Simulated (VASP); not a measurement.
Runs of VASP 6.6.1 on Ir. The structure is that of space group P6_3/mmc (No. 194), or close to it. The cells are those of the table. 

```tsv
cell	k mesh	gap on the mesh (eV)	pressure (GPa)
a = 2.869, b = 2.869, c = 4.647 Å, angles 90.0, 90.0, 120.0°, 2 atoms	15 × 15 × 8	none	(b)
a = 2.904, b = 2.904, c = 4.704 Å, angles 90.0, 90.0, 120.0°, 2 atoms	15 × 15 × 8	none	-22.8
a = 2.759, b = 2.759, c = 4.468 Å, angles 90.0, 90.0, 120.0°, 2 atoms	15 × 15 × 8	none	(a)
a = 2.796, b = 2.796, c = 4.530 Å, angles 90.0, 90.0, 120.0°, 2 atoms	13 × 13 × 7	none	2.3
a = 2.680, b = 2.680, c = 4.341 Å, angles 90.0, 90.0, 120.0°, 2 atoms	15 × 15 × 8	none	55.1
```

Alike in all rows: task single point; level BLYP; potentials or basis VASP PAW PBE potentials, release 64 (Ir); no spin polarisation; cutoff (eV) 520; smearing fermi-dirac 0.1 eV.

Fill in the values left out.

(a) 15.7; (b) -16.5.

Caveats: the PAW data sets were made with another functional, which shifts forces and pressure a little; spin-orbit coupling is left out, which moves the levels of the heavy elements.

A k mesh can miss the band edges, and the runs leave out spin-orbit coupling on Ir.

A gap of «none» marks levels without a gap at the run's occupations.
